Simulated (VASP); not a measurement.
Set up this calculation in VASP 6.6.1, as the native input.

```
Task                   : single point
Functional             : r2SCAN
Potentials or basis    : VASP PAW PBE potentials, release 64 (Ga_d, P)
Cutoff                 : 520 eV
k mesh                 : 8 × 8 × 8
Occupations            : gaussian, width 0.01 eV
Spin                   : no spin polarisation
Dipole correction      : no
Further INCAR settings : ALGO = Normal; EDIFF = 1e-07; NBANDS = 16
```

Crystal: GaP.

```
Ga P
1.0
     0.00000    2.71560    2.71560
     2.71560    0.00000    2.71560
     2.71560    2.71560    0.00000
Ga P
1 1
Cartesian
  0.0000 0.0000 0.0000
  4.0734 4.0734 4.0734
```

One way to write it, as run:

POSCAR

```
GaP
1.0
    0.0000000000      2.7155962572      2.7155962572
    2.7155962572      0.0000000000      2.7155962572
    2.7155962572      2.7155962572      0.0000000000
Ga P
1 1
Direct
    0.0000000000      0.0000000000      0.0000000000
    0.7500000000      0.7500000000      0.7500000000
```

INCAR.step1

```
PREC = Accurate ; ENCUT = 520
ISMEAR = 0 ; SIGMA = 0.01
LREAL = False ; LASPH = True
NELM = 100 ; NBANDS = 16
GGA = PE ; ALGO = Normal
EDIFF = 1E-4 ; LWAVE = True
LCHARG = False
```

INCAR.step2

```
PREC = Accurate ; ENCUT = 520
EDIFF = 1E-7 ; ISMEAR = 0
SIGMA = 0.01 ; LREAL = False
LASPH = True ; NELM = 100
ALGO = Normal ; ISIF = 2
LWAVE = False ; LCHARG = True
METAGGA = R2SCAN ; LMIXTAU = True
LELF = True ; LVHAR = True
NBANDS = 16 ; ISTART = 1
```

KPOINTS

```
Automatic mesh
0
Gamma
  8 8 8
```

Potentials or basis: VASP PAW PBE potentials, release 64 (Ga_d, P).

The run is started by

```console
$ cat potpaw_PBE.64/Ga_d/POTCAR potpaw_PBE.64/P/POTCAR > POTCAR
$ cp INCAR.step1 INCAR
$ mpirun -np 1 vasp_std > vasp.out
$ cp INCAR.step2 INCAR
$ mpirun -np 1 vasp_std > vasp.out
```

It gave:

```
Pressure               : 0.9 GPa
Band gap on the k mesh : 1.89 eV (least direct gap 2.44 eV)
```

Caveat: the PAW data sets were made with another functional, which shifts forces and pressure a little.

Run time: 85 s on 1 thread of Intel(R) Xeon(R) Platinum 8259CL CPU @ 2.50GHz (Skylake/Cascade Lake), on a shared host, peak memory 0.17 GiB.
